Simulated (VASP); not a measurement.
Pt, 1 atom in the cell. It takes space group Im-3m (No. 229, cubic). Conventional cell: a = 3.168 Å, b = 3.168 Å, c = 3.168 Å, α = 90.00°, β = 90.00°, γ = 90.00°. Pt (site symmetry m-3m) has 14 Pt at 2.74 to 3.17 Å within 3.6 Å. 

```yaml
Program: VASP 6.6.1
Task: relaxation of cell and atoms
Functional: PBEsol
Potentials_or_basis: VASP PAW PBE potentials, release 64 (Pt)
Cutoff: 600 eV
k_mesh: 19 × 19 × 19
Occupations: fermi-dirac, width 0.1 eV
Spin: no spin polarisation
Target_pressure: 15 GPa
Dipole_correction: no
Further_INCAR_settings: ALGO = Normal; EDIFF = 1e-06; IBRION = 2; EDIFFG = -0.03; NSW = 80; ISIF = 3
```

Potentials or basis: VASP PAW PBE potentials, release 64 (Pt).

The run is started by

```console
$ cat potpaw_PBE.64/Pt/POTCAR > POTCAR
$ mpirun -np 1 vasp_std > vasp.out
```

Hardware: 1 thread of AMD EPYC 9R45 (Zen 5) (shared host).

Question: How long does it take, and how much memory?

Answer: It took 92 s on 1 thread of AMD EPYC 9R45 (Zen 5) (shared host), peak memory 0.16 GiB. Counts: scf iterations 38, k points 220, ion steps 5.
